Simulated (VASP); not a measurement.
# Li2S: single point with PBE

Li2S:

```
Li S
1.0
     0.00000    2.84530    2.84530
     2.84530    0.00000    2.84530
     2.84530    2.84530    0.00000
Li S
2 1
Direct
  0.75000 0.75000 0.75000
  0.25000 0.25000 0.25000
  0.00000 0.00000 0.00000
```

```
Program             : VASP 6.6.1
Task                : single point
Functional          : PBE
Potentials or basis : VASP PAW PBE potentials, release 64 (Li_sv, S)
Cutoff              : 750 eV
k mesh              : 8 × 8 × 8
Occupations         : gaussian, width 0.01 eV
Spin                : no spin polarisation
```

| Item | Value |
| --- | --- |
| Pressure | 0.2 GPa |
| Band gap on the k mesh | 3.39 eV (least direct gap 4.29 eV) |

Levels at points of the mesh, in eV from the valence-band top:
```
           k point  band 4  band 5  band 6  band 7  band 8  band 9
(0.00, 0.00, 0.00)    0.00    0.00    0.00    4.29    6.23    6.23
(0.50, 0.00, 0.00)   -2.89   -0.51   -0.51    6.12    6.58    6.58
(0.50, 0.50, 0.00)   -2.17   -1.43   -1.43    3.39    7.09   11.12
```

Wall time 12 s on 1 thread of Intel(R) Xeon(R) 6975P-C (Granite Rapids) (shared host), peak memory 0.2 GiB.

A k mesh can miss the band edges.
